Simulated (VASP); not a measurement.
Pb: single point with PBE

The system is Pb.

```
Pb
1.0
    -3.03934    3.03934    1.62601
     3.03934   -3.03934    1.62601
     3.03934    3.03934   -1.62601
Pb
2
Direct
  0.62500 0.87500 0.75000
  0.37500 0.12500 0.25000
```

| Item | Value |
| --- | --- |
| Program | VASP 6.6.1 |
| Task | single point |
| Functional | PBE |
| Potentials or basis | VASP PAW PBE potentials, release 64 (Pb_d) |
| Cutoff | 520 eV |
| k mesh | 13 × 13 × 13 |
| Occupations | fermi-dirac, width 0.1 eV |
| Spin | no spin polarisation |

```
Pressure               : 4.8 GPa
Band gap on the k mesh : zero (bands 14 and 15 overlap by 3.48 eV)
```

Levels at points of the mesh, in eV from the Fermi level:
```csv
k point,band 10,band 11,band 12,band 13,band 14,band 15,band 16,band 17,band 18,band 19
"(0.00, 0.00, 0.00)",-16.45,-11.83,-5.81,-1.77,-1.77,3.68,5.91,5.91,7.09,7.10
```

It took 80 s on 1 thread of Intel(R) Xeon(R) 6975P-C (Granite Rapids), with other jobs on the host, peak memory 0.34 GiB.

Caveat: the cell stands under pressure; spin-orbit coupling is left out, which moves the levels of the heavy elements.
